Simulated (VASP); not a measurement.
Input of a VASP 6.6.1 run:

File INCAR:

```
PREC = Accurate
ENCUT = 520
EDIFF = 1E-6
ISMEAR = 0
SIGMA = 0.15
LREAL = F
LASPH = T
NELM = 60
ALGO = Normal
ISIF = 2
LWAVE = F
LCHARG = F
GGA = PS
NBANDS = 8
```

File KPOINTS:

```
regular mesh
0
Gamma
  22 22 22
```

The input POSCAR:

```
Si
1.0
    0.0000000000      1.8343973193      2.0636969842
    1.8343973193      0.0000000000      2.0636969842
    1.8343973193      1.8343973193      0.0000000000
Si
1
Direct
    0.0000000000      0.0000000000      0.0000000000
```

Potentials or basis: VASP PAW PBE potentials, release 64 (Si).

Command:

```sh
$ cat potpaw_PBE.64/Si/POTCAR > POTCAR
$ mpirun -np 1 vasp_std > vasp.out
```

(1) Estimate the pressure.

(2) Predict the band gap on the k mesh.

Answers

(1) 1.9 GPa.

(2) zero (bands 2 and 3 overlap by 15.33 eV).

Caveat: the cell differs from its parent crystal (strain -0.040 along x and y, +0.080 along z); the PAW data sets were made with another functional, which shifts forces and pressure a little.
